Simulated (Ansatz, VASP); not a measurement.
## Two plane-wave programs on BAs

```
B As
1.0
     0.00000    2.38850    2.38850
     2.38850    0.00000    2.38850
     2.38850    2.38850    0.00000
B As
1 1
Direct
  0.00000 0.00000 0.00000
  0.25000 0.25000 0.25000
```

Alike in both runs: task relaxation of cell and atoms; functional HSE06; k mesh 6 × 6 × 6; occupations gaussian, width 0.02 eV; no spin polarisation.

|  | VASP | Ansatz |
| --- | --- | --- |
| version | VASP 6.6.1 | Ansatz 0.2.0 |
| potentials or method | VASP PAW PBE potentials, release 64 (B, As), cutoff 600 eV | scalar-relativistic, plane waves, PAW |
| valence electrons in the cell | 8 | 18 |

|  | VASP | Ansatz | Ansatz less VASP |
| --- | --- | --- | --- |
| gap on the k mesh at the Fermi level, each at its own relaxed structure (eV) | 1.94 | 1.94 | -0.007 |
| relaxed volume (Å³/atom) | 13.57 | 13.58 | +0.011 |
| relaxed cell length with the largest relative difference (Å) | 3.374 | 3.374 | +0.0009 |

VASP's potentials hold 8 valence electrons a cell and Ansatz's 18, so a difference there can come from the potentials and not from the codes.
